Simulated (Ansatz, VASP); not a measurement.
## One calculation of Sb, two programs

File INCAR:

```
  ALGO = Normal
  EDIFF = 1E-6
  ENCUT = 500
  GGA = PE
  GGA_COMPAT = False
  ISIF = 2
  ISMEAR = -1
  LASPH = True
  LCHARG = True
  LELF = True
  LREAL = False
  LVHAR = True
  LWAVE = False
  NBANDS = 12
  NELM = 120
  PREC = Accurate
  SIGMA = 0.08
```

Contents of KPOINTS:

```
k-points
0
Gamma
  10 10 10
```

File POSCAR:

```
Sb
1.0
    0.0000000000      3.4940310074      3.4940310074
    3.4940310074      0.0000000000      3.4940310074
    3.4940310074      3.4940310074      0.0000000000
Sb
2
Direct
   -0.1250000000     -0.1250000000     -0.1250000000
    0.1250000000      0.1250000000      0.1250000000
```

Input for Ansatz:

```yaml
crystal:
  lattice:
    - [0.0, 3.4940310074, 3.4940310074]
    - [3.4940310074, 0.0, 3.4940310074]
    - [3.4940310074, 3.4940310074, 0.0]
  atoms:
    - { symbol: Sb, position: [-0.125, -0.125, -0.125] }
    - { symbol: Sb, position: [0.125, 0.125, 0.125] }
kpoints:
  mp_grid: { grid: [10, 10, 10] }
  band_path:
    path:
      - [0.0, 0.0, 0.0]
      - [0.5, 0.0, 0.5]
      - [0.625, 0.25, 0.625]
      - [0.375, 0.375, 0.75]
      - [0.0, 0.0, 0.0]
      - [0.5, 0.5, 0.5]
      - [0.5, 0.25, 0.75]
      - [0.5, 0.0, 0.5]
    npoints: 8
scf:
  occupations: { method: fermi_dirac, width: 0.08 }
hamiltonian:
  xc: pbe
  pseudopotentials: { kind: paw }
output:
  forces: true
  stress: true
  eigenvalues: true
  populations: true
  dos: { projected: true, de: 0.2, e_range: [-14, 8] }
```

Change from the starting cell: volume scaled by 1, PAW files.

Alike in both runs: task single point; functional PBE; k mesh 10 × 10 × 10; occupations fermi-dirac, width 0.08 eV; no spin polarisation.

|  | VASP | Ansatz |
| --- | --- | --- |
| version | VASP 6.6.1 | Ansatz 0.2.0 |
| potentials or method | VASP PAW PBE potentials, release 64 (Sb) | PAW with Ansatz's default frozen-core files, scalar-relativistic |
| plane-wave cutoff (eV) | 500 | 420 |
| valence electrons in the cell | 10 | 30 |

```tsv
	VASP	Ansatz	Ansatz less VASP
pressure (GPa)	0.0	0.0	-0.01
```

With one functional, cell and mesh, what is left measures potentials, basis and numerics. VASP's potentials hold 10 valence electrons a cell and Ansatz's 30, so a difference there can come from the potentials and not from the codes.

Neither program's run includes spin-orbit coupling.
